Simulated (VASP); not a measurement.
# Si62C (a cell with a defect) in VASP: a series of runs

Runs on Si62C (a cell with a defect). Level: PBE. Tasks: single point.

All numbers are computed with VASP 6.6.1; they aren't measurements. Logs are shortened: lines on timing, memory, paths and dates and some standing lists are left out, and cuts for length are marked.

### Step 1. The cell of the first run

The cell holds a defect, 63 atoms: a = 10.860 Å, b = 10.860 Å, c = 10.860 Å, α = 90.00°, β = 90.00°, γ = 90.00°.

### Step 2. Single point, PBE

File INCAR:

```
  PREC = Accurate
  ENCUT = 520
  EDIFF = 1E-7
  ISMEAR = -1
  SIGMA = 0.05
  LREAL = Auto
  LASPH = T
  NELM = 100
  ALGO = Normal
  ISIF = 2
  LWAVE = F
  LCHARG = F
  GGA = PE
  NBANDS = 163
```

File KPOINTS:

```
regular mesh
0
Gamma
  1 1 1
```

File POSCAR:

```
Si62C
1.0
   10.8600000000      0.0000000000      0.0000000000
    0.0000000000     10.8600000000      0.0000000000
    0.0000000000      0.0000000000     10.8600000000
Si C
62 1
Direct
    0.4982013812      0.0017087477      0.0018414365
    0.6307511971      0.1202616943      0.1270306630
    0.7460382136      0.2519786372     -0.0039116022
    0.8696859116      0.3791823204      0.1217240331
    0.7532871087     -0.0039008287      0.2520781768
    0.8750055249      0.1259134438      0.3753261510
   -0.0066077348     -0.0018055249     -0.0063699816
    0.1174468692      0.1254244936      0.1223767956
    0.2559332413      0.2480701657      0.0058531308
    0.3856434622      0.3485604972      0.1509244015
    0.4927151934      0.4898991713      0.0134547882
    0.6152617864      0.6342438306      0.1279369245
    0.7466121547      0.7520575506     -0.0011398711
    0.8761866483      0.8699378453      0.1254345304
    0.2397255985      0.0158015654      0.2629432781
    0.5309960405      0.2022580110      0.3025046961
    0.6335742173      0.3777186924      0.3787740331
    0.7453553407      0.5074939227      0.2456069982
    0.8652735727      0.6323321363      0.3774644567
    0.6107809392      0.1268783610      0.5890035912
    0.7612207182      0.2581729282      0.5030501842
    0.8836476059      0.3772245856      0.6330507366
    0.7312993554      0.0033388582      0.7341276243
    0.8650569061      0.1232297422      0.8654842541
    0.0010046041      0.5000839779     -0.0016721915
    0.1276975138      0.6199559853      0.1271791897
    0.2473824125      0.7527363720      0.0038953039
    0.3675234807      0.8884179558      0.1348367403
   -0.0053488950      0.2537762431      0.2457026703
    0.1231536832      0.3708341621      0.3751828729
    0.2546143646      0.4920093923      0.2497034070
    0.3729507366      0.6248918048      0.3753436464
    0.4942248619      0.7657338858      0.2593515654
    0.6000259669      0.9146581952      0.3907942910
   -0.0041023020     -0.0024041436      0.5022827808
    0.1302014733      0.1191850829      0.6205981584
    0.2523419890      0.2279196133      0.4766109576
    0.3692436464      0.3640825967      0.6103674033
    0.4991987109      0.4988265193      0.4985615101
    0.6216422652      0.6241977901      0.6265379374
    0.7319598527      0.7645943831      0.4994487109
    0.8672748619      0.8747674954      0.6263895028
    0.2578984346     -0.0064590239      0.7437513812
    0.3747814917      0.1235038674      0.8723477901
    0.4968572744      0.2473608656      0.7392724678
    0.6179129834      0.3750533149      0.8725261510
    0.7503195212      0.5004404236      0.7509489871
    0.8731950276      0.6256673112      0.8767351750
    0.0016020258      0.7463109576      0.2504441068
    0.1233196133      0.8745474217      0.3784976980
   -0.0019234807      0.5032312155      0.4993755064
    0.1236840700      0.6255709945      0.6248221915
    0.2524932781      0.7511667587      0.5023956722
    0.3867213628      0.8714742173      0.6197782689
    0.0072981584      0.2457972376      0.7512929098
    0.1292865562      0.3715068140      0.8788159300
    0.2479196133      0.4946532228      0.7453011971
    0.3714593002      0.6165353591      0.8822797422
    0.4943066298      0.7434488029      0.7544556169
    0.6192314917      0.8756807551      0.8729443831
   -0.0028641805      0.7507269797      0.7494853591
    0.1251793738      0.8752601289      0.8728127072
    0.5588025783      0.0813366483      0.4285575506
```

Potentials or basis: VASP PAW PBE potentials, release 64 (Si, C).

The run is started by

```sh
$ cat potpaw_PBE.64/Si/POTCAR potpaw_PBE.64/C/POTCAR > POTCAR
$ mpirun -np 1 vasp_gam > vasp.out
```

OUTCAR:

```text
PREC = Accurate
   ENCUT = 520
   EDIFF = 1E-7
   ISMEAR = -1
   LREAL = Auto
   LASPH = T
   NELM = 100
   ISIF = 2
   GGA = PE

 ion  position               nearest neighbor table
   1  0.498  0.002  0.002-  44 2.35  60 2.36   2 2.36  28 2.37
   2  0.631  0.120  0.127-   5 2.33   1 2.36  16 2.37   3 2.37
   3  0.746  0.252  0.996-  46 2.35   4 2.36   2 2.37  24 2.37
   4  0.870  0.379  0.122-  29 2.35  25 2.36   3 2.36  18 2.36
   5  0.753  0.996  0.252-   2 2.33   6 2.35  14 2.36  34 2.41
   6  0.875  0.126  0.375-  21 2.35   5 2.35  35 2.36  29 2.37
   7  0.993  0.998  0.994-  62 2.36  14 2.37   8 2.38  24 2.39
   8  0.117  0.125  0.122-  15 2.35  29 2.35   9 2.37   7 2.38
   9  0.256  0.248  0.006-  56 2.36  44 2.37   8 2.37  10 2.38
  10  0.386  0.349  0.151-  31 2.37   9 2.38  11 2.44  16 2.78
  11  0.493  0.490  0.013-  58 2.38  46 2.40  12 2.40  10 2.44
  12  0.615  0.634  0.128-  18 2.35  13 2.37  11 2.40  33 2.41
  13  0.747  0.752  0.999-  14 2.35  48 2.35  60 2.36  12 2.37
  14  0.876  0.870  0.125-  49 2.35  13 2.35   5 2.36   7 2.37
  15  0.240  0.016  0.263-   8 2.35  50 2.35  28 2.40
  16  0.531  0.202  0.303-  63 1.92  17 2.36   2 2.37  10 2.78
  17  0.634  0.378  0.379-  21 2.33  18 2.36  39 2.36  16 2.36
[... 34 lines left out ...]
  52  0.124  0.626  0.625-  51 2.34  57 2.36  61 2.36  53 2.36
  53  0.252  0.751  0.502-  54 2.34  32 2.34  50 2.36  52 2.36
  54  0.387  0.871  0.620-  59 2.33  53 2.34  43 2.35
  55  0.007  0.246  0.751-  22 2.34  56 2.35  36 2.38  24 2.39
  56  0.129  0.372  0.879-  55 2.35  57 2.36  25 2.36   9 2.36
  57  0.248  0.495  0.745-  56 2.36  52 2.36  58 2.40  38 2.43
  58  0.371  0.617  0.882-  59 2.37  11 2.38  27 2.40  57 2.40
  59  0.494  0.743  0.754-  54 2.33  40 2.35  60 2.36  58 2.37
  60  0.619  0.876  0.873-  59 2.36   1 2.36  13 2.36  23 2.38
  61  0.997  0.751  0.749-  62 2.36  48 2.36  52 2.36  42 2.36
  62  0.125  0.875  0.873-   7 2.36  61 2.36  27 2.36  43 2.39
  63  0.559  0.081  0.429-  20 1.90  34 1.91  16 1.92

  LATTYP: Found a simple cubic cell.
 ALAT       =    10.8600000000

  Lattice vectors:

 A1 = (  10.8600000000,   0.0000000000,   0.0000000000)
 A2 = (   0.0000000000,  10.8600000000,   0.0000000000)
 A3 = (   0.0000000000,   0.0000000000,  10.8600000000)

Analysis of symmetry for initial positions (statically):
=====================================================================
 Subroutine PRICEL returns:
 Original cell was already a primitive cell.

 Routine SETGRP: Setting up the symmetry group for a
 simple cubic supercell.

 Subroutine GETGRP returns: Found  1 space group operations
 (whereof  1 operations were pure point group operations)
 out of a pool of 48 trial point group operations.

The static configuration has the point symmetry C_1 .

Analysis of symmetry for dynamics (positions and initial velocities):
=====================================================================
 Subroutine PRICEL returns:
 Original cell was already a primitive cell.

 Routine SETGRP: Setting up the symmetry group for a
 simple cubic supercell.

 Subroutine GETGRP returns: Found  1 space group operations
 (whereof  1 operations were pure point group operations)
 out of a pool of 48 trial point group operations.

The dynamic configuration has the point symmetry C_1 .

 Subroutine INISYM returns: Found  1 space group operations
 (whereof  1 operations are pure point group operations),
 and found     1 'primitive' translations

----------------------------------------------------------------------------------------

                                     Primitive cell

  volume of cell :    1280.8241

  direct lattice vectors                    reciprocal lattice vectors
    10.860000000  0.000000000  0.000000000     0.092081031  0.000000000  0.000000000
     0.000000000 10.860000000  0.000000000     0.000000000  0.092081031  0.000000000
     0.000000000  0.000000000 10.860000000     0.000000000  0.000000000  0.092081031

  length of vectors
[... 48 lines left out ...]
   TEBEG  =    0.0;   TEEND  =   0.0 temperature during run
   PSTRESS=    0.0 pullay stress
   NELECT =     252.0000    total number of electrons
   NUPDOWN=      -1.0000    fix difference up-down
   EMIN   =  10.00;   EMAX   =-10.00  energy-range for DOS
   EFERMI =   0.00;   METHOD = LEGACY
   ISMEAR =    -1;   SIGMA  =   0.05  broadening in eV -4-tet -1-fermi 0-gaus
   EFERMI_NEDOS =   21; number of points for ismear=-14 and -15
   IALGO  =     38    algorithm
   IMIX   =      4    mixing-type and parameters
     AMIX     =   0.40;   BMIX     =  1.00
     AMIX_MAG =   1.60;   BMIX_MAG =  1.00
  volume/ion in A,a.u.               =      20.33       137.20
  Fermi-wavevector in a.u.,A,eV,Ry     =   0.952164  1.799329 12.335269  0.906617
  Thomas-Fermi vector in A             =   2.080702
   LORBIT       =      0    0 simple, 1 ext, 2 COOP (PROOUT), +10 PAW based schemes
   GGA     = PE    functional components
   LHFCALC =     F    Hartree Fock is set to
   AEXX    =    0.0000 exact exchange contribution
   IVDW    =     0    specifies the selected vdW correction
   LEPSILON=     F    determine dielectric tensor
   LRPA    =     F    only Hartree local field effects (RPA)
 non-spin polarized calculation
  energy-cutoff  :      520.00
  volume of cell :     1280.82
 maximum number of plane-waves:     17229
 NGX is ok and might be reduce to    84
   NGX = 41   NGY = 41   NGZ = 41

 number of electron     252.0000000 magnetization

 Free energy of the ion-electron system (eV)
  ---------------------------------------------------
  ext. energy  EPLUGINS =         0.00000000
  ---------------------------------------------------
  free energy    TOTEN  =      -333.46882968 eV

  energy without entropy =     -333.37688601  energy(sigma->0) =     -333.42285784

 E-fermi :   5.7162     XC(G=0):  -9.3258

 val. band max:        5.6360197500   @ k =   0.0000   0.0000   0.0000
 cond. band min:       5.7966552093   @ k =   0.0000   0.0000   0.0000
 fundamental gap:      0.1606354593
 Fermi energy:         5.7161906273

 k-point     1 :       0.0000    0.0000    0.0000
  band No.  band energies     occupation
      1      -6.7642      2.00000
      2      -6.0769      2.00000
      3      -5.2128      2.00000
      4      -5.1753      2.00000
      5      -5.1622      2.00000
      6      -5.1424      2.00000
[... 130 lines left out ...]
    137       6.8523      0.00000
    138       6.8986      0.00000
 [bands above 138 left out]

------------------------ aborting loop because EDIFF is reached ----------------------------------------

  FORCE on cell =-STRESS in cart. coord.  units (eV):
  Direction    XX          YY          ZZ          XY          YZ          ZX
  --------------------------------------------------------------------------------------
  -------------------------------------------------------------------------------------
  Total        7.3451026     -1.5893169     -2.8307962      1.8426353     -2.5378452      0.7741910
  in kB        9.1879574     -1.9880697     -3.5410308      2.3049447     -3.1745797      0.9684322
  external PRESSURE =       1.2196190 kB  Pullay stress =       0.0000000 kB

 VOLUME and BASIS-vectors are now :
 -----------------------------------------------------------------------------
  energy-cutoff  :      520.00
  volume of cell :     1280.82
      direct lattice vectors                 reciprocal lattice vectors
    10.860000000  0.000000000  0.000000000     0.092081031  0.000000000  0.000000000
     0.000000000 10.860000000  0.000000000     0.000000000  0.092081031  0.000000000
     0.000000000  0.000000000 10.860000000     0.000000000  0.000000000  0.092081031

 POSITION                                       TOTAL-FORCE (eV/Angst)
 -----------------------------------------------------------------------------------
      5.41047      0.01856      0.02000         0.001513      0.003274     -0.003103
      6.84996      1.30604      1.37955         0.003474     -0.008861     -0.020966
      8.10197      2.73649     10.81752        -0.033176      0.014889     -0.004188
      9.44479      4.11792      1.32192        -0.023082      0.003108     -0.010150
      8.18070     10.81764      2.73757         0.065915     -0.007730     -0.056056
      9.50256      1.36742      4.07604         0.010594      0.009639     -0.012883
[... 55 lines left out ...]
      1.35945      9.50532      9.47875        -0.004476      0.006572     -0.002435
      6.06860      0.88332      4.65413         0.287483     -0.190148     -0.023468
 -----------------------------------------------------------------------------------
    total drift:                                0.003804      0.001727      0.001987

  FREE ENERGIE OF THE ION-ELECTRON SYSTEM (eV)
  ---------------------------------------------------
  free  energy   TOTEN  =      -333.4688296832 eV

  energy  without entropy=     -333.3768860053  energy(sigma->0) =     -333.42285784
```

It took 7.6 min on 1 thread of Intel Xeon Platinum 8259CL at 2.50GHz (Skylake/Cascade Lake), shared host; peak memory 1 GiB.

Results:

```yaml
Free_energy: -333.4688 eV
Pressure: 0.1 GPa
Largest_force: 0.345 eV/Å
```

Forces in eV/Å, atoms in the order of the input:
```
Si   0.002  0.003 -0.003
Si   0.003 -0.009 -0.021
Si  -0.033  0.015 -0.004
Si  -0.023  0.003 -0.010
Si   0.066 -0.008 -0.056
Si   0.011  0.010 -0.013
Si   0.011  0.009  0.008
Si   0.004  0.014  0.000
Si   0.005  0.013  0.005
Si   0.015 -0.006  0.009
Si  -0.020 -0.004 -0.012
Si  -0.008 -0.019 -0.009
Si  -0.003 -0.008  0.002
Si   0.032 -0.016 -0.027
Si   0.000  0.003  0.001
Si   0.068 -0.071  0.022
Si  -0.019 -0.027  0.021
Si  -0.029 -0.019  0.013
Si  -0.026  0.012 -0.007
Si   0.064 -0.063  0.044
Si   0.007 -0.018  0.010
Si  -0.012  0.003  0.005
Si   0.027 -0.016  0.029
Si  -0.008  0.009  0.024
Si  -0.006  0.005  0.008
Si   0.003  0.001  0.000
Si  -0.007  0.012  0.007
Si   0.007  0.006 -0.007
Si  -0.015  0.016 -0.012
Si  -0.073  0.069 -0.023
Si   0.016  0.004 -0.002
Si   0.006  0.014  0.005
Si  -0.004 -0.003 -0.019
Si   0.135 -0.050 -0.103
Si  -0.011  0.000  0.006
Si  -0.054  0.004  0.034
Si  -0.198  0.145  0.059
Si  -0.011  0.004 -0.007
Si  -0.003  0.001  0.004
Si  -0.021  0.014 -0.006
Si   0.005  0.012  0.023
Si   0.013 -0.003  0.003
Si  -0.016  0.017  0.009
Si  -0.004  0.003 -0.001
Si  -0.018 -0.030 -0.033
Si  -0.024 -0.009 -0.026
Si  -0.018  0.003 -0.003
Si  -0.004 -0.004 -0.006
Si   0.005 -0.005  0.004
Si  -0.001  0.001  0.010
Si  -0.041  0.035  0.009
Si   0.003  0.009 -0.001
Si   0.015  0.020  0.006
Si  -0.032  0.038  0.029
Si  -0.036  0.018  0.024
Si  -0.005  0.006  0.003
Si  -0.005  0.003  0.006
Si  -0.004  0.006  0.000
Si  -0.008  0.017 -0.004
Si  -0.010 -0.010  0.001
Si   0.001  0.005 -0.002
Si  -0.004  0.007 -0.002
C    0.287 -0.190 -0.023
```

Caveat: the k points lie up to 0.58 Å⁻¹ apart.

### Step 3. Single point, PBE

File INCAR:

```
SYSTEM = Si62C
  PREC = Accurate
  ENCUT = 520
  EDIFF = 1E-6
  ISMEAR = -1
  SIGMA = 0.05
  LREAL = Auto
  LASPH = .TRUE.
  NELM = 80
  ALGO = Normal
  ISIF = 2
  LWAVE = .FALSE.
  LCHARG = .FALSE.
  GGA = PE
  NBANDS = 163
```

File KPOINTS:

```
Automatic mesh
0
G
  1 1 1
  0 0 0
```

File POSCAR:

```
Si62C
1.0
   10.8600000000      0.0000000000      0.0000000000
    0.0000000000     10.8600000000      0.0000000000
    0.0000000000      0.0000000000     10.8600000000
Si C
62 1
Direct
    0.4989252302     -0.0002748619      0.0008273481
    0.6139805709      0.1274262431      0.1326562615
    0.7447813996      0.2509526703      0.0047923573
    0.8755126151      0.3712668508      0.1284151013
    0.7441118785      0.0015643646      0.2493117864
    0.8716463168      0.1232967772      0.3765725599
    0.0097123389      0.0034373849      0.0057754144
    0.1385046961      0.1184556169      0.1410093002
    0.2490662063      0.2494224678      0.0082026703
    0.3771930018      0.3652766114      0.1388053407
    0.4963309392      0.4963942910      0.0039598527
    0.6302110497      0.6159968692      0.1258745856
    0.7515748619      0.7465267956      0.0021756906
    0.8767697053      0.8746881215      0.1249941068
    0.2761798343      0.0017604972      0.2704538674
    0.4749725599      0.2168008287      0.2803432781
    0.6122346225      0.3597127993      0.3824506446
    0.7449058011      0.4880329650      0.2578269797
    0.8659581952      0.6283679558      0.3769993554
    0.6130022099      0.1071375691      0.6338116022
    0.7402633517      0.2378204420      0.5070533149
    0.8719892265      0.3728046041      0.6263587477
    0.7529817680      0.0002748619      0.7581204420
    0.8799946593      0.1282894107      0.8819224678
   -0.0026083794      0.4989676796      0.0008492634
    0.1234321363      0.6258734807      0.1224418048
    0.2454452118      0.7512653775     -0.0071172192
    0.3737593002      0.8713608656      0.1217503683
    0.0022682320      0.2472604052      0.2535886740
    0.1268159300      0.3751715470      0.3765939227
    0.2479917127      0.5014549724      0.2497131676
    0.3755272560      0.6259210866      0.3746252302
    0.4992139963      0.7452673112      0.2432169429
    0.6034190608      0.8859491713      0.3709651934
    0.0018300184      0.0011895028      0.4993199816
    0.1332197974      0.1302325046      0.6142470534
    0.2713854512      0.2322002762      0.4761000000
    0.3754166667      0.3695514733      0.6185594843
    0.5002761510      0.5017093923      0.5020322284
    0.6241920810      0.6315988950      0.6240641805
    0.7361757827      0.7644222836      0.4948055249
    0.8717295580      0.8787520258      0.6220052486
    0.2604994475      0.0061885820      0.7373148250
    0.3731251381      0.1272616943      0.8775262431
    0.4983777164      0.2496367403      0.7511335175
    0.6250994475      0.3769534070      0.8747874770
    0.7485669429      0.5032585635      0.7485411602
    0.8769917127      0.6256431860      0.8731666667
   -0.0005181400      0.7498148250      0.2521950276
    0.1306993554      0.8752669429      0.3773179558
   -0.0021161142      0.5048268877      0.5015799263
    0.1311689687      0.6300977901      0.6261139042
    0.2642347145      0.7616132597      0.5029413444
    0.4097729282      0.9090435543      0.6013503683
    0.0037975138      0.2505151013      0.7483191529
    0.1258802947      0.3737376611      0.8785583794
    0.2507145488      0.4967988029      0.7489737569
    0.3764021179      0.6271780847      0.8705796501
    0.4986805709      0.7628246777      0.7428044199
    0.6263243094      0.8734372007      0.8791567219
   -0.0008527624      0.7534413444      0.7458807551
    0.1283279006      0.8808247698      0.8646152855
    0.3817951197      0.0986967772      0.3725992634
```

Potentials or basis: VASP PAW PBE potentials, release 64 (Si, C).

The run is started by

```sh
$ cat potpaw_PBE.64/Si/POTCAR potpaw_PBE.64/C/POTCAR > POTCAR
$ mpirun -np 1 vasp_gam > vasp.out
```

Run time: 11 min. Hardware: 1 thread of Intel Xeon Platinum 8259CL at 2.50GHz (Skylake/Cascade Lake), shared host; peak memory 1 GiB.

It converged, with:

```yaml
Free_energy: -333.5414 eV
Pressure: -0.2 GPa
Largest_force: 2.341 eV/Å
```

Forces on the atoms (eV/Å):
```
Si   0.035 -0.001 -0.015
Si   0.071 -0.029 -0.076
Si   0.044 -0.022 -0.017
Si  -0.021  0.022 -0.013
Si  -0.005 -0.006  0.072
Si   0.013 -0.007 -0.008
Si  -0.101 -0.005 -0.051
Si  -0.202  0.019 -0.174
Si  -0.014  0.006 -0.035
Si  -0.040  0.070 -0.094
Si   0.003  0.025 -0.006
Si  -0.027  0.046  0.025
Si   0.024 -0.009  0.039
Si  -0.017 -0.039  0.044
Si  -0.349  0.401 -0.141
Si   0.216  0.216 -0.428
Si   0.015  0.026  0.008
Si  -0.006  0.025 -0.006
Si   0.137 -0.122 -0.035
Si   0.014 -0.036 -0.016
Si   0.025  0.007 -0.033
Si   0.015 -0.027  0.009
Si  -0.014 -0.056 -0.027
Si  -0.031 -0.011 -0.067
Si   0.016  0.012  0.002
Si  -0.004 -0.006  0.032
Si   0.060  0.015  0.100
Si   0.002  0.154  0.121
Si  -0.028  0.022 -0.030
Si   0.154 -0.214 -0.024
Si  -0.002 -0.029  0.005
Si  -0.023 -0.021 -0.001
Si  -0.013  0.083  0.110
Si   0.412 -0.326  0.336
Si  -0.015 -0.022  0.024
Si  -0.023 -0.084  0.035
Si   0.215 -0.602 -0.147
Si   0.004 -0.171 -0.144
Si  -0.008 -0.031 -0.004
Si  -0.002 -0.084  0.010
Si   0.220 -0.227  0.062
Si   0.038 -0.047  0.025
Si  -0.057 -0.029  0.110
Si  -0.003 -0.012 -0.003
Si   0.007 -0.012 -0.011
Si   0.021 -0.021  0.007
Si   0.011 -0.019  0.008
Si  -0.003 -0.015  0.003
Si   0.062  0.026  0.029
Si   0.034  0.074  0.014
Si   0.122 -0.115 -0.021
Si   0.002 -0.027 -0.007
Si   0.010 -0.019 -0.010
Si   0.039 -0.356  0.414
Si   0.035 -0.012 -0.010
Si   0.002 -0.001 -0.011
Si   0.016 -0.077 -0.080
Si  -0.021 -0.063  0.012
Si   0.070 -0.129  0.138
Si   0.011 -0.043  0.032
Si   0.035 -0.024  0.024
Si  -0.009 -0.062  0.070
C   -1.170  2.020 -0.174
```

Stress tensor (GPa, compression positive):
```
-0.39 -0.63  0.99
-0.63 -0.56 -0.38
 0.99 -0.38  0.39
```

Levels at points of the mesh, in eV from the Fermi level:
```
           k point  band 122  band 123  band 124  band 125  band 126  band 127  band 128  band 129  band 130  band 131
(0.00, 0.00, 0.00)     -1.35     -0.95     -0.64     -0.56     -0.08      0.09      0.19      0.34      0.38      0.42
```

Caveat: the k points lie up to 0.58 Å⁻¹ apart.
